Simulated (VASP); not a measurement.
# V (P6_3/mmc) in VASP: notebook, part 2 of 2

VASP 6.6.1. The steps go on from the part before.

**5. Relaxation of shape and atoms at fixed volume, PBEsol**

This run uses another cell than the first one, of 5.33 Å³/atom, 0.421 times its volume.

INCAR reads:

```
SYSTEM = V
ALGO = Normal ; EDIFF = 1E-6
EDIFFG = -0.005 ; ENCUT = 600
GGA = PS ; IBRION = 2
ISIF = 4 ; ISMEAR = -1
LASPH = .True. ; LCHARG = .False.
LREAL = .False. ; LWAVE = .False.
NELM = 80 ; NSW = 50
PREC = Accurate ; SIGMA = 0.05
```

KPOINTS reads:

```
k-points
0
Gamma
  16 16 9
  0 0 0
```

POSCAR reads:

```
V
1.0
    1.8969869358      0.0000000000      0.0000000000
   -0.9484934679      1.6428388771      0.0000000000
    0.0000000000      0.0000000000      3.4178401410
V
2
Direct
    0.3333333333      0.6666666667      0.2500000000
    0.6666666667      0.3333333333      0.7500000000
```

Started as:

```
$ cat potpaw_PBE.64/V_sv/POTCAR > POTCAR
$ mpirun -np 1 vasp_std > vasp.out
```

Wall time 2.4 min (1 thread of Intel Xeon Platinum 8488C (Sapphire Rapids), shared host); peak memory 0.15 GiB.

The run converged, but its numbers aren't listed here, since they failed a check.

Caveat: the PAW data sets were made with another functional, which shifts forces and pressure a little.

**6. Relaxation of shape and atoms at fixed volume, PBEsol**

This run uses another cell than the first one, of 5.99 Å³/atom, 0.474 times its volume.

INCAR reads:

```
PREC = Accurate ; ENCUT = 600
EDIFF = 1E-7 ; ISMEAR = -1
SIGMA = 0.05 ; LREAL = False
LASPH = True ; NELM = 80
ALGO = Normal ; ISIF = 4
LWAVE = False ; LCHARG = False
GGA = PS ; IBRION = 2
NSW = 50 ; EDIFFG = -0.005
```

KPOINTS reads:

```
regular mesh
0
Gamma
  16 16 9
```

POSCAR reads:

```
V
1.0
    1.9729459189      0.0000000000      0.0000000000
   -0.9864729594      1.7086212861      0.0000000000
    0.0000000000      0.0000000000      3.5546969935
V
2
Direct
    0.3333333333      0.6666666667      0.2500000000
    0.6666666667      0.3333333333      0.7500000000
```

Potentials or basis: VASP PAW PBE potentials, release 64 (V_sv).

Started as:

```
$ cat potpaw_PBE.64/V_sv/POTCAR > POTCAR
$ mpirun -np 1 vasp_std > vasp.out
```

OUTCAR:

```text
PREC = Accurate
   ENCUT = 600
   EDIFF = 1E-7
   ISMEAR = -1
   LREAL = False
   LASPH = True
   NELM = 80
   ISIF = 4
   GGA = PS
   IBRION = 2
   NSW = 50
   EDIFFG = -0.005

 ion  position               nearest neighbor table
   1  0.333  0.667  0.250-   2 2.11   2 2.11   2 2.11   2 2.11   2 2.11   2 2.11   2 2.89   2 2.89
                             2 2.89   2 2.89   2 2.89   2 2.89
   2  0.667  0.333  0.750-   1 2.11   1 2.11   1 2.11   1 2.11   1 2.11   1 2.11   1 2.89   1 2.89
                             1 2.89   1 2.89   1 2.89   1 2.89

  LATTYP: Found a hexagonal cell.
 ALAT       =     1.9729459189
 C/A-ratio  =     1.8017204422

  Lattice vectors:

 A1 = (   1.9729459189,   0.0000000000,   0.0000000000)
 A2 = (  -0.9864729594,   1.7086212861,   0.0000000000)
 A3 = (   0.0000000000,   0.0000000000,   3.5546969935)

Analysis of symmetry for initial positions (statically):
=====================================================================
 Subroutine PRICEL returns:
 Original cell was already a primitive cell.

 Routine SETGRP: Setting up the symmetry group for a
 hexagonal supercell.

 Subroutine GETGRP returns: Found 24 space group operations
 (whereof 12 operations were pure point group operations)
[... 267 lines left out ...]
  FREE ENERGIE OF THE ION-ELECTRON SYSTEM (eV)
  ---------------------------------------------------
  free  energy   TOTEN  =        -3.3787253207 eV

  energy  without entropy=       -3.3683197361  energy(sigma->0) =       -3.37352253

[... ionic steps 4 to 14 ...]

--------------------------------------- Ionic step       15  -------------------------------------------

 number of electron      25.9999997 magnetization

------------------------ aborting loop because EDIFF is reached ----------------------------------------
[... 67 lines left out ...]
--------------------------------------- Ionic step       17  -------------------------------------------

 number of electron      25.9999997 magnetization

 Free energy of the ion-electron system (eV)
  ---------------------------------------------------
  ext. energy  EPLUGINS =         0.00000000
  ---------------------------------------------------
  free energy    TOTEN  =        -3.37877100 eV

  energy without entropy =       -3.36851813  energy(sigma->0) =       -3.37364456

 E-fermi :  24.7024     XC(G=0): -18.1979

 val. band max:       24.6910660784   @ k =   0.1875   0.0625   0.0000
 cond. band min:      24.7054434688   @ k =   0.1875   0.1875   0.1111
 fundamental gap:      0.0143773904
 Fermi energy:        24.7023829763

 k-point     1 :       0.0000    0.0000    0.0000
  band No.  band energies     occupation
      1     -41.9516      2.00000
      2     -39.4827      2.00000
      3     -17.9555      2.00000
      4     -10.4799      2.00000
      5     -10.2622      2.00000
      6     -10.2622      2.00000
[... 457 lines left out ...]
      4     -15.4278      2.00000
      5     -14.9610      2.00000
      6     -12.8393      2.00000
[... 9 lines left out ...]
     16      27.6230      0.00000
     17      30.9581      0.00000

 [... further k-points ...]
[... 5 lines left out ...]
  --------------------------------------------------------------------------------------
  -------------------------------------------------------------------------------------
  Total       46.2333640     46.2333640     46.2301970      0.0000000     -0.0000000     -0.0000000
  in kB     6181.6227320   6181.6227409   6181.1992890      0.0000056     -0.0000000     -0.0000000
  external PRESSURE =    6181.4815873 kB  Pullay stress =       0.0000000 kB
[... 17 lines left out ...]
  FREE ENERGIE OF THE ION-ELECTRON SYSTEM (eV)
  ---------------------------------------------------
  free  energy   TOTEN  =        -3.3787710027 eV

  energy  without entropy=       -3.3685181260  energy(sigma->0) =       -3.37364456

 reached required accuracy - stopping structural energy minimisation
```

CONTCAR:

```text
V
   1.00000000000000
     1.9916832904731974    0.0000000008716993   -0.0000000000000000
    -0.9958416444312099    1.7248483266479029    0.0000000000000000
     0.0000000000000000    0.0000000000000000    3.4881278010423440
  V
     2
Direct
     0.3333333332999970    0.6666666667000030    0.2500000000000000
     0.6666666667000030    0.3333333332999970    0.7500000000000000

  0.00000000E+00  0.00000000E+00  0.00000000E+00
  0.00000000E+00  0.00000000E+00  0.00000000E+00
```

It took 2.4 min on 1 thread of Intel Xeon Platinum 8488C (Sapphire Rapids), shared host; peak memory 0.15 GiB.

The run converged, but its numbers aren't listed here, since they failed a check.

Caveat: the PAW data sets were made with another functional, which shifts forces and pressure a little.
